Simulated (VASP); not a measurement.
# SnTe (Pm-3m) in VASP: notebook

Aim: see how the results for SnTe move with the level of theory and the settings. Levels: PBE, BLYP, revPBE. Tasks: single point, relaxation of cell and atoms.

Everything below comes from runs of VASP 6.6.1. Logs are shortened: lines on timing, memory, paths and dates and some standing lists are left out, and cuts for length are marked.

**1. The cell of the first run**

It takes space group Pm-3m (No. 221, cubic). The conventional cell has a = 3.905 Å, b = 3.905 Å, c = 3.905 Å, α = 90.00°, β = 90.00°, γ = 90.00°. Within 4.4 Å of Te (site symmetry m-3m) lie 8 Sn at 3.38 Å and 6 Te at 3.90 Å. Sn (site symmetry m-3m) has 8 Te at 3.38 Å and 6 Sn at 3.90 Å within 4.4 Å.

**2. Single point, PBE**

File INCAR:

```
  PREC = Accurate
  ENCUT = 520
  EDIFF = 1E-6
  ISMEAR = 0
  SIGMA = 0.012
  LREAL = False
  LASPH = True
  NELM = 60
  ALGO = Normal
  ISIF = 2
  LWAVE = False
  LCHARG = False
  GGA = PE
  NBANDS = 17
```

File KPOINTS:

```
Automatic mesh
0
Gamma
  7 7 7
```

File POSCAR:

```
SnTe
1.0
    3.9047000000      0.0000000000      0.0000000000
    0.0000000000      3.9047000000      0.0000000000
    0.0000000000      0.0000000000      3.9047000000
Te Sn
1 1
Direct
    0.5000000000      0.5000000000      0.5000000000
    0.0000000000      0.0000000000      0.0000000000
```

Potentials or basis: VASP PAW PBE potentials, release 64 (Te, Sn_d).

Command:

```console
> cat potpaw_PBE.64/Te/POTCAR potpaw_PBE.64/Sn_d/POTCAR > POTCAR
> mpirun -np 1 vasp_std > vasp.out
```

OUTCAR:

```text
PREC = Accurate
   ENCUT = 520
   EDIFF = 1E-6
   ISMEAR = 0
   LREAL = False
   LASPH = True
   NELM = 60
   ISIF = 2
   GGA = PE

 ion  position               nearest neighbor table
   1  0.500  0.500  0.500-   2 3.38   2 3.38   2 3.38   2 3.38   2 3.38   2 3.38   2 3.38   2 3.38

   2  0.000  0.000  0.000-   1 3.38   1 3.38   1 3.38   1 3.38   1 3.38   1 3.38   1 3.38   1 3.38

  LATTYP: Found a simple cubic cell.
 ALAT       =     3.9047000000

  Lattice vectors:

 A1 = (   3.9047000000,   0.0000000000,   0.0000000000)
 A2 = (   0.0000000000,   3.9047000000,   0.0000000000)
 A3 = (   0.0000000000,   0.0000000000,   3.9047000000)

Analysis of symmetry for initial positions (statically):
=====================================================================
 Subroutine PRICEL returns:
 Original cell was already a primitive cell.

 Routine SETGRP: Setting up the symmetry group for a
 simple cubic supercell.

 Subroutine GETGRP returns: Found 48 space group operations
 (whereof 48 operations were pure point group operations)
 out of a pool of 48 trial point group operations.

The static configuration has the point symmetry O_h .

Analysis of symmetry for dynamics (positions and initial velocities):
=====================================================================
 Subroutine PRICEL returns:
 Original cell was already a primitive cell.

 Routine SETGRP: Setting up the symmetry group for a
 simple cubic supercell.

 Subroutine GETGRP returns: Found 48 space group operations
 (whereof 48 operations were pure point group operations)
 out of a pool of 48 trial point group operations.

The dynamic configuration has the point symmetry O_h .

 Subroutine INISYM returns: Found 48 space group operations
 (whereof 48 operations are pure point group operations),
 and found     1 'primitive' translations

----------------------------------------------------------------------------------------

                                     Primitive cell

  volume of cell :      59.5337

  direct lattice vectors                    reciprocal lattice vectors
     3.904700000  0.000000000  0.000000000     0.256101621  0.000000000  0.000000000
     0.000000000  3.904700000  0.000000000     0.000000000  0.256101621  0.000000000
     0.000000000  0.000000000  3.904700000     0.000000000  0.000000000  0.256101621

  length of vectors
     3.904700000  3.904700000  3.904700000     0.256101621  0.256101621  0.256101621

  position of ions in fractional coordinates (direct lattice)
     0.500000000  0.500000000  0.500000000
     0.000000000  0.000000000  0.000000000

  ion indices of the primitive-cell ions
   primitive index   ion index
                 1           1
                 2           2

----------------------------------------------------------------------------------------

 KPOINTS: Automatic mesh

Automatic generation of k-mesh.
 Grid dimensions read from file:
 generate k-points for:    7    7    7

 Generating k-lattice:

  Cartesian coordinates                     Fractional coordinates (reciprocal lattice)
     0.036585946  0.000000000  0.000000000     0.142857143  0.000000000  0.000000000
     0.000000000  0.036585946  0.000000000     0.000000000  0.142857143  0.000000000
     0.000000000  0.000000000  0.036585946     0.000000000  0.000000000  0.142857143

  Length of vectors
     0.036585946  0.036585946  0.036585946

  Shift w.r.t. Gamma in fractional coordinates (k-lattice)
     0.000000000  0.000000000  0.000000000

 Subroutine IBZKPT returns following result:
 ===========================================

 Found     20 irreducible k-points:

 Following reciprocal coordinates:
            Coordinates               Weight
  0.000000  0.000000  0.000000      1.000000
  0.142857  0.000000  0.000000      6.000000
  0.285714  0.000000  0.000000      6.000000
  0.428571  0.000000  0.000000      6.000000
  0.142857  0.142857  0.000000     12.000000
  0.285714  0.142857  0.000000     24.000000
[... 12 lines left out ...]
  0.428571  0.428571  0.285714     24.000000
  0.428571  0.428571  0.428571      8.000000
   k-points           NKPTS =     20   k-points in BZ     NKDIM =     20   number of bands    NBANDS=     17
   number of dos      NEDOS =    301   number of ions     NIONS =      2
   total plane-waves  NPLWV =  27000
   dimension x,y,z NGX =    30 NGY =   30 NGZ =   30
   dimension x,y,z NGXF=    60 NGYF=   60 NGZF=   60
   ions per type =               1   1
   NGX,Y,Z   is equivalent  to a cutoff of  12.77, 12.77, 12.77 a.u.
   NGXF,Y,Z  is equivalent  to a cutoff of  25.55, 25.55, 25.55 a.u.
 SYSTEM =  unknown system
   PREC   = accura    normal or accurate (medium, high low for compatibility)
   ISTART =      0    job   : 0-new  1-cont  2-samecut
   ICHARG =      2    charge: 1-file 2-atom 10-const
   ISPIN  =      1    spin polarized calculation?
   LNONCOLLINEAR =      F non collinear calculations
   LSORBIT =      F    spin-orbit coupling
   LASPH  =      T    aspherical Exc in radial PAW
   ENCUT  =  520.0 eV  38.22 Ry    6.18 a.u.   7.26  7.26  7.26*2*pi/ulx,y,z
   NELM   =     60;   NELMIN=  2; NELMDL= -5     # of ELM steps
   EDIFF  = 0.1E-05   stopping-criterion for ELM
   LREAL  =      F    real-space projection
   EDIFFG = 0.1E-04   stopping-criterion for IOM
   NSW    =      0    number of steps for IOM
   IBRION =     -1    ionic relax: 0-MD 1-quasi-New 2-CG
   NFREE  =      0    steps in history (QN), initial steepest desc. (CG)
   ISIF   =      2    stress and relaxation
   ISYM   =      2    0-nonsym 1-usesym 2-fastsym
   POTIM  = 0.5000    time-step for ionic-motion
   TEBEG  =    0.0;   TEEND  =   0.0 temperature during run
   PSTRESS=    0.0 pullay stress
   NELECT =      20.0000    total number of electrons
   NUPDOWN=      -1.0000    fix difference up-down
   EMIN   =  10.00;   EMAX   =-10.00  energy-range for DOS
   EFERMI =   0.00;   METHOD = LEGACY
   ISMEAR =     0;   SIGMA  =   0.01  broadening in eV -4-tet -1-fermi 0-gaus
   EFERMI_NEDOS =   21; number of points for ismear=-14 and -15
   IALGO  =     38    algorithm
   IMIX   =      4    mixing-type and parameters
     AMIX     =   0.40;   BMIX     =  1.00
     AMIX_MAG =   1.60;   BMIX_MAG =  1.00
  volume/ion in A,a.u.               =      29.77       200.88
  Fermi-wavevector in a.u.,A,eV,Ry     =   1.138057  2.150615 17.621893  1.295173
  Thomas-Fermi vector in A             =   2.274761
   LORBIT       =      0    0 simple, 1 ext, 2 COOP (PROOUT), +10 PAW based schemes
   GGA     = PE    functional components
   LHFCALC =     F    Hartree Fock is set to
   AEXX    =    0.0000 exact exchange contribution
   IVDW    =     0    specifies the selected vdW correction
   LEPSILON=     F    determine dielectric tensor
   LRPA    =     F    only Hartree local field effects (RPA)
 non-spin polarized calculation
 Gauss-broadening in eV      SIGMA  =   0.01
  energy-cutoff  :      520.00
  volume of cell :       59.53
 maximum number of plane-waves:      1614
 NGX is ok and might be reduce to    30
   NGX = 15   NGY = 15   NGZ = 15

 number of electron      19.9999983 magnetization

 Free energy of the ion-electron system (eV)
  ---------------------------------------------------
  ext. energy  EPLUGINS =         0.00000000
  ---------------------------------------------------
  free energy    TOTEN  =        -7.06757993 eV

  energy without entropy =       -7.06698301  energy(sigma->0) =       -7.06728147

 E-fermi :   6.9631     XC(G=0):  -9.8830

 val. band max:        6.9522280328   @ k =   0.4286   0.2857   0.2857
 cond. band min:       6.9684421303   @ k =   0.4286   0.2857   0.0000
 fundamental gap:      0.0162140975
 Fermi energy:         6.9631376325

 k-point     1 :       0.0000    0.0000    0.0000
  band No.  band energies     occupation
      1     -14.5254      2.00000
      2     -14.5254      2.00000
      3     -14.4888      2.00000
      4     -14.4888      2.00000
      5     -14.4888      2.00000
      6      -5.3092      2.00000
[... 9 lines left out ...]
     16      17.8947      0.00000
     17      17.8947      0.00000

 k-point     2 :       0.1429    0.0000    0.0000
  band No.  band energies     occupation
      1     -14.5251      2.00000
      2     -14.5193      2.00000
      3     -14.4908      2.00000
      4     -14.4908      2.00000
      5     -14.4887      2.00000
      6      -5.1530      2.00000
[... 9 lines left out ...]
     16      17.1322      0.00000
     17      17.4512      0.00000

 k-point     3 :       0.2857    0.0000    0.0000
  band No.  band energies     occupation
      1     -14.5246      2.00000
      2     -14.5056      2.00000
      3     -14.4953      2.00000
      4     -14.4953      2.00000
      5     -14.4884      2.00000
      6      -4.7260      2.00000
[... 9 lines left out ...]
     16      15.1766      0.00000
     17      17.6858      0.00000

 k-point     4 :       0.4286    0.0000    0.0000
  band No.  band energies     occupation
      1     -14.5241      2.00000
      2     -14.4989      2.00000
      3     -14.4989      2.00000
      4     -14.4946      2.00000
      5     -14.4881      2.00000
      6      -4.2398      2.00000
[... 9 lines left out ...]
     16      17.7128      0.00000
     17      18.6197      0.00000
[... 263 lines left out ...]
      1     -14.5069      2.00000
      2     -14.5057      2.00000
      3     -14.5012      2.00000
      4     -14.4938      2.00000
      5     -14.4828      2.00000
      6      -3.4122      2.00000
[... 9 lines left out ...]
     16      16.7940      0.00000
     17      18.7553      0.00000

 k-point    19 :       0.4286    0.4286    0.2857
  band No.  band energies     occupation
      1     -14.5111      2.00000
      2     -14.5053      2.00000
      3     -14.5051      2.00000
      4     -14.4881      2.00000
      5     -14.4769      2.00000
      6      -3.1568      2.00000
[... 9 lines left out ...]
     16      18.1981      0.00000
     17      19.4356      0.00000

 k-point    20 :       0.4286    0.4286    0.4286
  band No.  band energies     occupation
      1     -14.5099      2.00000
      2     -14.5095      2.00000
      3     -14.5095      2.00000
      4     -14.4767      2.00000
      5     -14.4767      2.00000
      6      -2.9504      2.00000
[... 9 lines left out ...]
     16      19.7950      0.00000
     17      21.6365      0.00000

------------------------ aborting loop because EDIFF is reached ----------------------------------------

  FORCE on cell =-STRESS in cart. coord.  units (eV):
  Direction    XX          YY          ZZ          XY          YZ          ZX
  --------------------------------------------------------------------------------------
  -------------------------------------------------------------------------------------
  Total       -0.4391709     -0.4391709     -0.4391709     -0.0000000      0.0000000     -0.0000000
  in kB      -11.8190109    -11.8190109    -11.8190109     -0.0000000      0.0000000     -0.0000000
  external PRESSURE =     -11.8190109 kB  Pullay stress =       0.0000000 kB

 VOLUME and BASIS-vectors are now :
 -----------------------------------------------------------------------------
  energy-cutoff  :      520.00
  volume of cell :       59.53
      direct lattice vectors                 reciprocal lattice vectors
     3.904700000  0.000000000  0.000000000     0.256101621  0.000000000  0.000000000
     0.000000000  3.904700000  0.000000000     0.000000000  0.256101621  0.000000000
     0.000000000  0.000000000  3.904700000     0.000000000  0.000000000  0.256101621

 POSITION                                       TOTAL-FORCE (eV/Angst)
 -----------------------------------------------------------------------------------
      1.95235      1.95235      1.95235         0.000000      0.000000      0.000000
      0.00000      0.00000      0.00000         0.000000      0.000000      0.000000
 -----------------------------------------------------------------------------------
    total drift:                                0.000000     -0.000000     -0.000000

  FREE ENERGIE OF THE ION-ELECTRON SYSTEM (eV)
  ---------------------------------------------------
  free  energy   TOTEN  =        -7.0675799347 eV

  energy  without entropy=       -7.0669830093  energy(sigma->0) =       -7.06728147
```

Wall time 16 s (1 thread of Intel Xeon Platinum 8559C (Emerald Rapids), shared host); peak memory 0.17 GiB.

What came out:

```yaml
Free_energy: -7.0676 eV
Pressure: -1.2 GPa
Band_gap_on_the_k_mesh: zero (band 10 reaches 7.21 eV, above the bottom of band 11 at 6.18 eV)
```

Caveat: spin-orbit coupling is left out, which moves the levels of the heavy elements.

**3. Single point, BLYP**

This run uses another cell than the first one, of 33.23 Å³/atom, 1.116 times its volume.

File INCAR:

```
SYSTEM = SnTe
AGGAC = 1.0 ; AGGAX = 1.0
ALDAC = 0.0 ; ALDAX = 1.0
ALGO = Normal ; EDIFF = 1E-6
ENCUT = 520 ; GGA = B5
ISIF = 2 ; ISMEAR = -1
LASPH = .True. ; LCHARG = .False.
LREAL = .False. ; LWAVE = .False.
NBANDS = 17 ; NELM = 100
PREC = Accurate ; SIGMA = 0.05
```

File KPOINTS:

```
k-points
0
Gamma
  7 7 7
  0 0 0
```

File POSCAR:

```
SnTe
1.0
    4.0507455313      0.0000000000      0.0000000000
    0.0000000000      4.0507455313      0.0000000000
    0.0000000000      0.0000000000      4.0507455313
Te Sn
1 1
Direct
    0.5000000000      0.5000000000      0.5000000000
    0.0000000000      0.0000000000      0.0000000000
```

Potentials or basis: VASP PAW PBE potentials, release 64 (Te, Sn_d).

Command:

```console
> cat potpaw_PBE.64/Te/POTCAR potpaw_PBE.64/Sn_d/POTCAR > POTCAR
> mpirun -np 1 vasp_std > vasp.out
```

Wall time 23 s (1 thread of Intel Xeon Platinum 8559C (Emerald Rapids), shared host); peak memory 0.17 GiB.

The run converged. Its results:

| Item | Value |
| --- | --- |
| Free energy | -5.6340 eV |
| Pressure | 0.0 GPa |
| Band gap on the k mesh | zero (band 10 reaches 6.40 eV, above the bottom of band 11 at 5.69 eV) |

Levels at points of the mesh, in eV from the Fermi level:
```
           k point  band 8  band 9  band 10  band 11  band 12  band 13
(0.00, 0.00, 0.00)   -1.48   -1.48    -1.48     4.15     4.15     4.47
```

Caveat: the PAW data sets were made with another functional, which shifts forces and pressure a little; spin-orbit coupling is left out, which moves the levels of the heavy elements.

**4. Relaxation of cell and atoms, revPBE**

File INCAR:

```
ALGO = Normal
EDIFF = 1E-6
EDIFFG = -0.01
ENCUT = 600
GGA = RE
IBRION = 2
ISIF = 3
ISMEAR = -1
LASPH = T
LCHARG = F
LREAL = F
LWAVE = F
NELM = 80
NSW = 60
PREC = Accurate
SIGMA = 0.05
```

File KPOINTS:

```
k-points
0
Gamma
  7 7 7
```

File POSCAR:

```
SnTe
1.0
    3.9047000000      0.0000000000      0.0000000000
    0.0000000000      3.9047000000      0.0000000000
    0.0000000000      0.0000000000      3.9047000000
Te Sn
1 1
Direct
    0.5000000000      0.5000000000      0.5000000000
    0.0000000000      0.0000000000      0.0000000000
```

Command:

```console
> cat potpaw_PBE.64/Te/POTCAR potpaw_PBE.64/Sn_d/POTCAR > POTCAR
> mpirun -np 1 vasp_std > vasp.out
```

Run time: 12 s. Hardware: 1 thread of Intel Xeon Platinum 8559C (Emerald Rapids), shared host; peak memory 0.19 GiB.

It converged, with:

```
Free energy                            : -6.4497 eV
Relaxed volume                         : 29.68 Å³/atom
Relaxed cell                           : a = 3.901 Å, b = 3.901 Å, c = 3.901 Å, α = 90.00°, β = 90.00°, γ = 90.00°
Space group after relaxing (to 0.05 Å) : Pm-3m (No. 221)
Energy gained by relaxing              : 0.0 meV/atom
Ionic steps                            : 2
Pressure after relaxing                : 0.0 GPa
Band gap on the k mesh                 : zero (band 10 reaches 7.34 eV, above the bottom of band 11 at 6.29 eV)
```

Final structure:
```
Te Sn
1.0
     3.90072    0.00000    0.00000
     0.00000    3.90072    0.00000
     0.00000    0.00000    3.90072
Te Sn
1 1
Direct
  0.50000 0.50000 0.50000
  0.00000 0.00000 0.00000
```

Levels at points of the mesh, in eV from the Fermi level:
| k point | band 8 | band 9 | band 10 | band 11 | band 12 | band 13 |
| --- | --- | --- | --- | --- | --- | --- |
| (0.00, 0.00, 0.00) | -1.71 | -1.71 | -1.71 | 3.61 | 3.61 | 5.44 |

Caveat: the PAW data sets were made with another functional, which shifts forces and pressure a little; spin-orbit coupling is left out, which moves the levels of the heavy elements.

**5. Overview**

```tsv
task	level	cell	cutoff (eV)	smearing	gap on the mesh (eV)	pressure (GPa)
single point	PBE	a = 3.905 Å, 2 atoms	520	gaussian 0.012 eV	none	-1.2
single point	BLYP	a = 4.051 Å, 2 atoms	520	fermi-dirac 0.05 eV	none	0.0
relaxation of cell and atoms	revPBE	relaxed from a = 3.905 Å, 2 atoms	600	fermi-dirac 0.05 eV	none	0.0
```

Alike in all rows: potentials or basis VASP PAW PBE potentials, release 64 (Te, Sn_d); no spin polarisation; k mesh 7 × 7 × 7.

Caveats: spin-orbit coupling is left out, which moves the levels of the heavy elements; the PAW data sets were made with another functional, which shifts forces and pressure a little (some runs).

Total energies depend on the potentials used, so only differences within one code and one set of settings carry meaning.
